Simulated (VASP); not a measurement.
# Au (P6_3/mmc) in VASP: further runs

Runs on Au. Level: r2SCAN. Tasks: relaxation of shape and atoms at fixed volume, single point.

Everything below comes from runs of VASP 6.6.1. Logs are shortened: lines on timing, memory, paths and dates and some standing lists are left out, and cuts for length are marked.

## Step 1: The cell of the first run

Symmetry: P6_3/mmc, No. 194, hexagonal system. The conventional cell has a = 2.781 Å, b = 2.781 Å, c = 4.624 Å, α = 90.00°, β = 90.00°, γ = 120.00°. Within 3.7 Å of Au (site symmetry -6m2) lie 12 Au at 2.78 to 2.81 Å.

This isn't the form of Au at room conditions, which is fcc.

## Step 2: Relaxation of shape and atoms at fixed volume, r2SCAN (15.49 Å³/atom)

POSCAR

```
Au
1.0
    2.7808998172      0.0000000000      0.0000000000
   -1.3904499086      2.4083298871      0.0000000000
    0.0000000000      0.0000000000      4.6243750982
Au
2
Direct
    0.3333333333      0.6666666667      0.7500000000
    0.6666666667      0.3333333333      0.2500000000
```

INCAR.step1

```
SYSTEM = Au
PREC = Accurate ; ENCUT = 550
ISMEAR = 0 ; SIGMA = 0.1
LREAL = .FALSE. ; LASPH = .TRUE.
NELM = 120 ; GGA = PE
ALGO = Normal ; EDIFF = 1E-5
LWAVE = .TRUE. ; LCHARG = .FALSE.
GGA_COMPAT = .FALSE. ; IBRION = 2
ISIF = 3 ; EDIFFG = -0.005
NELMIN = 4 ; NSW = 100
```

INCAR.step2

```
SYSTEM = Au
PREC = Accurate ; ENCUT = 550
EDIFF = 1E-7 ; ISMEAR = 0
SIGMA = 0.1 ; LREAL = .FALSE.
LASPH = .TRUE. ; NELM = 120
ALGO = Normal ; ISIF = 4
LWAVE = .FALSE. ; LCHARG = .FALSE.
METAGGA = R2SCAN ; LMIXTAU = .TRUE.
IBRION = 2 ; NSW = 50
EDIFFG = -0.01 ; ISTART = 1
GGA_COMPAT = .FALSE. ; NELMIN = 4
```

KPOINTS

```
regular mesh
0
G
  18 18 10
  0 0 0
```

Potentials or basis: VASP PAW PBE potentials, release 64 (Au).

Run with:

```console
> cat potpaw_PBE.64/Au/POTCAR > POTCAR
> cp INCAR.step1 INCAR
> mpirun -np 1 vasp_std > vasp.out
> cp INCAR.step2 INCAR
> mpirun -np 1 vasp_std > vasp.out
```

OUTCAR:

```text
SYSTEM = Au
   PREC = Accurate
   ENCUT = 550
   EDIFF = 1E-7
   ISMEAR = 0
   LREAL = .FALSE.
   LASPH = .TRUE.
   NELM = 120
   ISIF = 4
   METAGGA = R2SCAN
   IBRION = 2
   NSW = 50
   EDIFFG = -0.01
   ISTART = 1
   NELMIN = 4

 ion  position               nearest neighbor table
   1  0.333  0.667  0.750-   2 2.81   2 2.81   2 2.81   2 2.81   2 2.81   2 2.81
   2  0.667  0.333  0.250-   1 2.81   1 2.81   1 2.81   1 2.81   1 2.81   1 2.81

  LATTYP: Found a hexagonal cell.
 ALAT       =     2.7808998172
 C/A-ratio  =     1.6629060384

  Lattice vectors:

 A1 = (   2.7808998172,   0.0000000000,   0.0000000000)
 A2 = (  -1.3904499086,   2.4083298871,   0.0000000000)
 A3 = (   0.0000000000,   0.0000000000,   4.6243750982)

Analysis of symmetry for initial positions (statically):
=====================================================================
 Subroutine PRICEL returns:
 Original cell was already a primitive cell.

 Routine SETGRP: Setting up the symmetry group for a
 hexagonal supercell.

 Subroutine GETGRP returns: Found 24 space group operations
 (whereof 12 operations were pure point group operations)
 out of a pool of 24 trial point group operations.

The static configuration has the point symmetry D_3d.
 The point group associated with its full space group is D_6h.

Analysis of symmetry for dynamics (positions and initial velocities):
=====================================================================
 Subroutine PRICEL returns:
 Original cell was already a primitive cell.

 Routine SETGRP: Setting up the symmetry group for a
 hexagonal supercell.

 Subroutine GETGRP returns: Found 24 space group operations
 (whereof 12 operations were pure point group operations)
 out of a pool of 24 trial point group operations.

The dynamic configuration has the point symmetry D_3d.
 The point group associated with its full space group is D_6h.

 Subroutine INISYM returns: Found 24 space group operations
 (whereof 12 operations are pure point group operations),
 and found     1 'primitive' translations

----------------------------------------------------------------------------------------

                                     Primitive cell

  volume of cell :      30.9709

  direct lattice vectors                    reciprocal lattice vectors
     2.780899817  0.000000000  0.000000000     0.359595838  0.207612754  0.000000000
    -1.390449909  2.408329887  0.000000000     0.000000000  0.415225508  0.000000000
     0.000000000  0.000000000  4.624375098     0.000000000  0.000000000  0.216245434

  length of vectors
     2.780899817  2.780899817  4.624375098     0.415225508  0.415225508  0.216245434

  position of ions in fractional coordinates (direct lattice)
     0.333333333  0.666666667  0.750000000
     0.666666667  0.333333333  0.250000000

  ion indices of the primitive-cell ions
   primitive index   ion index
                 1           1
                 2           2

----------------------------------------------------------------------------------------

 KPOINTS: regular mesh

Automatic generation of k-mesh.
 Grid dimensions read from file:
 generate k-points for:   18   18   10

 Generating k-lattice:

  Cartesian coordinates                     Fractional coordinates (reciprocal lattice)
     0.019977547  0.011534042  0.000000000     0.055555556 -0.000000000  0.000000000
     0.000000000  0.023068084  0.000000000     0.000000000  0.055555556  0.000000000
     0.000000000  0.000000000  0.021624543     0.000000000  0.000000000  0.100000000

  Length of vectors
     0.023068084  0.023068084  0.021624543
[... 59 lines left out ...]
   NFREE  =      1    steps in history (QN), initial steepest desc. (CG)
   ISIF   =      4    stress and relaxation
   ISYM   =      2    0-nonsym 1-usesym 2-fastsym
   POTIM  = 0.5000    time-step for ionic-motion
   TEBEG  =    0.0;   TEEND  =   0.0 temperature during run
   PSTRESS=    0.0 pullay stress
   NELECT =      22.0000    total number of electrons
   NUPDOWN=      -1.0000    fix difference up-down
   EMIN   =  10.00;   EMAX   =-10.00  energy-range for DOS
   EFERMI =   0.00;   METHOD = LEGACY
   ISMEAR =     0;   SIGMA  =   0.10  broadening in eV -4-tet -1-fermi 0-gaus
   EFERMI_NEDOS =   21; number of points for ismear=-14 and -15
   IALGO  =     38    algorithm
   IMIX   =      4    mixing-type and parameters
     AMIX     =   0.40;   BMIX     =  1.00
     AMIX_MAG =   1.60;   BMIX_MAG =  1.00
  volume/ion in A,a.u.               =      15.49       104.50
  Fermi-wavevector in a.u.,A,eV,Ry     =   1.460711  2.760343 29.030429  2.133676
  Thomas-Fermi vector in A             =   2.577128
   LORBIT       =      0    0 simple, 1 ext, 2 COOP (PROOUT), +10 PAW based schemes
   METAGGA = R2SCAN    functional components
   LHFCALC =     F    Hartree Fock is set to
   AEXX    =    0.0000 exact exchange contribution
   IVDW    =     0    specifies the selected vdW correction
   LEPSILON=     F    determine dielectric tensor
   LRPA    =     F    only Hartree local field effects (RPA)
 conjugate gradient relaxation of ions
 non-spin polarized calculation
 Gauss-broadening in eV      SIGMA  =   0.10
  energy-cutoff  :      550.00
  volume of cell :       30.97
 maximum number of plane-waves:       930
 NGX is ok and might be reduce to    24
   NGX = 11   NGY = 11   NGZ = 17

--------------------------------------- Ionic step        1  -------------------------------------------

 number of electron      21.9999998 magnetization

 Free energy of the ion-electron system (eV)
  ---------------------------------------------------
  ext. energy  EPLUGINS =         0.00000000
  ---------------------------------------------------
  free energy    TOTEN  =      -100.84510922 eV

  energy without entropy =     -100.84088070  energy(sigma->0) =     -100.84299496

------------------------ aborting loop because EDIFF is reached ----------------------------------------

  FORCE on cell =-STRESS in cart. coord.  units (eV):
  Direction    XX          YY          ZZ          XY          YZ          ZX
  --------------------------------------------------------------------------------------
  -------------------------------------------------------------------------------------
  Total        5.4957826      5.4957826      5.4565740      0.0000000      0.0000000      0.0000000
  in kB      284.3058243    284.3058243    282.2774975      0.0000000      0.0000000      0.0000000
  external PRESSURE =     283.6297153 kB  Pullay stress =       0.0000000 kB

 VOLUME and BASIS-vectors are now :
 -----------------------------------------------------------------------------
  energy-cutoff  :      550.00
  volume of cell :       30.97
      direct lattice vectors                 reciprocal lattice vectors
     2.780899817  0.000000000  0.000000000     0.359595838  0.207612754  0.000000000
    -1.390449909  2.408329887  0.000000000     0.000000000  0.415225508  0.000000000
     0.000000000  0.000000000  4.624375098     0.000000000  0.000000000  0.216245434

 POSITION                                       TOTAL-FORCE (eV/Angst)
 -----------------------------------------------------------------------------------
     -0.00000      1.60555      3.46828         0.000000      0.000000      0.000000
      1.39045      0.80278      1.15609        -0.000000     -0.000000      0.000000
 -----------------------------------------------------------------------------------
    total drift:                               -0.000000      0.000000     -0.000000

  FREE ENERGIE OF THE ION-ELECTRON SYSTEM (eV)
  ---------------------------------------------------
  free  energy   TOTEN  =      -100.8451092163 eV

  energy  without entropy=     -100.8408806988  energy(sigma->0) =     -100.84299496

--------------------------------------- Ionic step        2  -------------------------------------------

 number of electron      21.9999998 magnetization

 Free energy of the ion-electron system (eV)
  ---------------------------------------------------
  ext. energy  EPLUGINS =         0.00000000
  ---------------------------------------------------
  free energy    TOTEN  =      -100.84512330 eV

  energy without entropy =     -100.84096076  energy(sigma->0) =     -100.84304203

 E-fermi :  10.9835     XC(G=0): -14.3217

 val. band max:       10.9823532042   @ k =   0.3333   0.1667   0.2000
 cond. band min:      10.9998623752   @ k =   0.1111   0.1111   0.2000
 fundamental gap:      0.0175091710
 Fermi energy:        10.9835398977

 k-point     1 :       0.0000    0.0000    0.0000
  band No.  band energies     occupation
      1      -0.1973      2.00000
      2       2.3738      2.00000
      3       5.3380      2.00000
      4       5.6029      2.00000
      5       5.6029      2.00000
      6       6.0011      2.00000
      7       6.0011      2.00000
      8       6.7464      2.00000
      9       6.7464      2.00000
     10       8.4773      2.00000
     11       8.4773      2.00000
     12       9.5871      2.00000
     13      14.4539      0.00000
     14      26.2806      0.00000
[... 401 lines left out ...]
      2       3.2875      2.00000
      3       3.6034      2.00000
      4       5.4448      2.00000
      5       5.8596      2.00000
      6       6.0034      2.00000
      7       6.2289      2.00000
      8       8.4433      2.00000
      9       8.6656      2.00000
     10       8.7869      2.00000
     11      10.9306      1.54636
     12      14.3014      0.00000
     13      17.0521      0.00000
     14      19.2282      0.00000
     15      19.7621      0.00000

 [... further k-points ...]
[... 5 lines left out ...]
  --------------------------------------------------------------------------------------
  -------------------------------------------------------------------------------------
  Total        5.4844236      5.4844236      5.4777127      0.0000000     -0.0000000      0.0000000
  in kB      283.7182014    283.7182014    283.3710353      0.0000000     -0.0000000      0.0000000
  external PRESSURE =     283.6024794 kB  Pullay stress =       0.0000000 kB

 VOLUME and BASIS-vectors are now :
 -----------------------------------------------------------------------------
  energy-cutoff  :      550.00
  volume of cell :       30.97
      direct lattice vectors                 reciprocal lattice vectors
     2.781776786  0.000000000  0.000000000     0.359482474  0.207547303 -0.000000000
    -1.390888393  2.409089364  0.000000000     0.000000000  0.415094606 -0.000000000
     0.000000000  0.000000000  4.621459845     0.000000000 -0.000000000  0.216381843

 POSITION                                       TOTAL-FORCE (eV/Angst)
 -----------------------------------------------------------------------------------
     -0.00000      1.60606      3.46609         0.000000      0.000000      0.000000
      1.39089      0.80303      1.15536        -0.000000     -0.000000     -0.000000
 -----------------------------------------------------------------------------------
    total drift:                               -0.000000      0.000000     -0.000000

  FREE ENERGIE OF THE ION-ELECTRON SYSTEM (eV)
  ---------------------------------------------------
  free  energy   TOTEN  =      -100.8451233031 eV

  energy  without entropy=     -100.8409607610  energy(sigma->0) =     -100.84304203

 reached required accuracy - stopping structural energy minimisation
```

Wall time 5.9 min (1 thread of Intel Xeon 6975P-C (Granite Rapids), shared host); peak memory 0.24 GiB.

Results:

```yaml
Free_energy: -100.8451 eV
Energy_gained_by_relaxing: 0.0 meV/atom
Ionic_steps: 2
Pressure_after_relaxing: 28.4 GPa
Band_gap_on_the_k_mesh: zero (bands 11 and 12 overlap by 8.16 eV)
```

Final structure:
```yaml
crystal:
  lattice:
    - [2.78178, 0.00000, 0.00000]
    - [-1.39089, 2.40909, 0.00000]
    - [0.00000, 0.00000, 4.62146]
  atoms:
    - { symbol: Au, position: [0.33333, 0.66667, 0.75000] }
    - { symbol: Au, position: [0.66667, 0.33333, 0.25000] }
```

Caveat: the PAW data sets were made with another functional, which shifts forces and pressure a little; spin-orbit coupling is left out, which moves the levels of the heavy elements.

## Step 3: Single point, r2SCAN

This run uses another cell than the first one, of 17.60 Å³/atom.

POSCAR

```
Au
1.0
    2.8902925737      0.0000000000      0.0000000000
   -1.4451462869      2.5030667932      0.0000000000
    0.0000000000      0.0000000000      4.8647156939
Au
2
Direct
    0.3333333333      0.6666666667      0.7500000000
    0.6666666667      0.3333333333      0.2500000000
```

INCAR.step1

```
SYSTEM = Au
PREC     = Accurate       ! precision mode
ENCUT    = 520            ! plane-wave cutoff, eV
ISMEAR   = 0              ! smearing method
SIGMA    = 0.1            ! smearing width, eV
LREAL    = .FALSE.        ! projectors in reciprocal space
LASPH    = .TRUE.         ! aspherical terms in the spheres
NELM     = 100            ! most SCF steps
NBANDS   = 18             ! bands
GGA      = PE             ! functional
ALGO     = Normal         ! electronic algorithm
EDIFF    = 1E-4           ! SCF threshold, eV
LWAVE    = .TRUE.         ! write WAVECAR
LCHARG   = .FALSE.        ! write CHGCAR
```

INCAR.step2

```
SYSTEM = Au
PREC     = Accurate       ! precision mode
ENCUT    = 520            ! plane-wave cutoff, eV
EDIFF    = 1E-6           ! SCF threshold, eV
ISMEAR   = 0              ! smearing method
SIGMA    = 0.1            ! smearing width, eV
LREAL    = .FALSE.        ! projectors in reciprocal space
LASPH    = .TRUE.         ! aspherical terms in the spheres
NELM     = 100            ! most SCF steps
ALGO     = Normal         ! electronic algorithm
ISIF     = 2              ! what is computed and relaxed
LWAVE    = .FALSE.        ! write WAVECAR
LCHARG   = .FALSE.        ! write CHGCAR
METAGGA  = R2SCAN         ! meta-GGA
LMIXTAU  = .TRUE.       
NBANDS   = 18             ! bands
ISTART   = 1
```

KPOINTS is that of step 2.

Potentials or basis: VASP PAW PBE potentials, release 64 (Au).

Run with:

```console
> cat potpaw_PBE.64/Au/POTCAR > POTCAR
> cp INCAR.step1 INCAR
> mpirun -np 1 vasp_std > vasp.out
> cp INCAR.step2 INCAR
> mpirun -np 1 vasp_std > vasp.out
```

Run time: 7.2 min. Hardware: 1 thread of AMD EPYC 7R43 (Zen 3), shared host; peak memory 0.21 GiB.

It converged, with:

- Free energy: -101.1743 eV
- Pressure: 0.3 GPa
- Band gap on the k mesh: zero (bands 11 and 12 overlap by 7.15 eV)

Levels at points of the mesh, in eV from the Fermi level:
| k point | band 8 | band 9 | band 10 | band 11 | band 12 | band 13 | band 14 | band 15 |
| --- | --- | --- | --- | --- | --- | --- | --- | --- |
| (0.00, 0.00, 0.00) | -3.68 | -3.68 | -2.36 | -2.36 | -0.83 | 2.58 | 15.48 | 16.48 |
| (0.50, 0.00, 0.00) | -2.14 | -2.03 | -1.85 | 0.44 | 1.59 | 5.97 | 7.46 | 7.54 |
| (0.00, 0.00, 0.50) | -4.70 | -2.81 | -2.81 | -2.81 | -2.81 | 10.88 | 10.88 | 15.73 |
| (0.50, 0.00, 0.50) | -2.52 | -1.92 | -1.92 | 0.68 | 0.68 | 3.98 | 3.98 | 13.73 |

Caveat: the PAW data sets were made with another functional, which shifts forces and pressure a little; spin-orbit coupling is left out, which moves the levels of the heavy elements.

## Step 4: Relaxation of shape and atoms at fixed volume, r2SCAN (18.65 Å³/atom)

This run uses another cell than the first one, of 18.65 Å³/atom.

POSCAR

```
Au
1.0
    2.9381198041      0.0000000000      0.0000000000
   -1.4690599020      2.5444863897      0.0000000000
    0.0000000000      0.0000000000      4.9900848821
Au
2
Direct
    0.3333333333      0.6666666667      0.7500000000
    0.6666666667      0.3333333333      0.2500000000
```

INCAR.step1

```
PREC = Accurate
ENCUT = 550
ISMEAR = 0
SIGMA = 0.1
LREAL = False
LASPH = True
NELM = 120
GGA = PE
ALGO = Normal
EDIFF = 1E-5
LWAVE = True
LCHARG = False
GGA_COMPAT = False
IBRION = 2
ISIF = 3
EDIFFG = -0.005
NELMIN = 4
NSW = 100
```

INCAR.step2

```
PREC = Accurate
ENCUT = 550
EDIFF = 1E-7
ISMEAR = 0
SIGMA = 0.1
LREAL = False
LASPH = True
NELM = 120
ALGO = Normal
ISIF = 4
LWAVE = False
LCHARG = False
METAGGA = R2SCAN
LMIXTAU = True
IBRION = 2
NSW = 50
EDIFFG = -0.01
ISTART = 1
GGA_COMPAT = False
NELMIN = 4
```

KPOINTS

```
Automatic mesh
0
Gamma
  18 18 10
```

Run with:

```console
> cat potpaw_PBE.64/Au/POTCAR > POTCAR
> cp INCAR.step1 INCAR
> mpirun -np 1 vasp_std > vasp.out
> cp INCAR.step2 INCAR
> mpirun -np 1 vasp_std > vasp.out
```

It took 20 min on 1 thread of Intel Xeon Platinum 8259CL at 2.50GHz (Skylake/Cascade Lake), shared host; peak memory 0.27 GiB.

The run converged. Its results:

```
Free energy               : -101.1254 eV
Energy gained by relaxing : 0.1 meV/atom
Ionic steps               : 3
Pressure after relaxing   : -7.2 GPa
Band gap on the k mesh    : zero (bands 11 and 12 overlap by 6.76 eV)
```

Stress tensor (GPa, compression positive):
```
-7.23  0.00  0.00
 0.00 -7.23  0.00
 0.00  0.00 -7.12
```

The path:
```csv
step,energy change (eV),largest force (eV/Å),pressure (GPa),volume (Å³)
1,0.0000,0.0000,-7.23,37.31
2,-0.0001,0.0000,-7.22,37.31
3,-0.0002,0.0000,-7.19,37.31
```

Final structure:
```
CELL_PARAMETERS angstrom
2.93316 0.00000 0.00000
-1.46658 2.54019 0.00000
0.00000 0.00000 5.00697
ATOMIC_POSITIONS crystal
Au 0.33333 0.66667 0.75000
Au 0.66667 0.33333 0.25000
```

Levels at points of the mesh, in eV from the Fermi level:
```tsv
k point	band 9	band 10	band 11	band 12	band 13	band 14
(0.00, 0.00, 0.00)	-3.42	-2.30	-2.30	-0.62	2.13	15.56
(0.50, 0.00, 0.00)	-1.95	-1.81	0.50	1.53	5.71	6.94
(0.00, 0.00, 0.50)	-2.70	-2.70	-2.70	-2.70	10.17	10.17
(0.50, 0.00, 0.50)	-1.87	-1.87	0.84	0.84	3.71	3.71
```

Caveat: the PAW data sets were made with another functional, which shifts forces and pressure a little; spin-orbit coupling is left out, which moves the levels of the heavy elements.

## Step 5: Overview

```csv
task,cell,cutoff (eV),gap on the mesh (eV),pressure (GPa)
relaxation of shape and atoms at fixed volume,"relaxed from a = 2.781, b = 2.781, c = 4.624 Å, angles 90.0, 90.0, 120.0°, 2 atoms",550,none,28.4
single point,"a = 2.890, b = 2.890, c = 4.865 Å, angles 90.0, 90.0, 120.0°, 2 atoms",520,none,0.3
relaxation of shape and atoms at fixed volume,"relaxed from a = 2.938, b = 2.938, c = 4.990 Å, angles 90.0, 90.0, 120.0°, 2 atoms",550,none,-7.2
```

Alike in all rows: level r2SCAN; potentials or basis VASP PAW PBE potentials, release 64 (Au); no spin polarisation; k mesh 18 × 18 × 10; smearing gaussian 0.1 eV.

Caveats: the PAW data sets were made with another functional, which shifts forces and pressure a little; spin-orbit coupling is left out, which moves the levels of the heavy elements.

Total energies depend on the potentials used, so only differences within one code and one set of settings carry meaning.
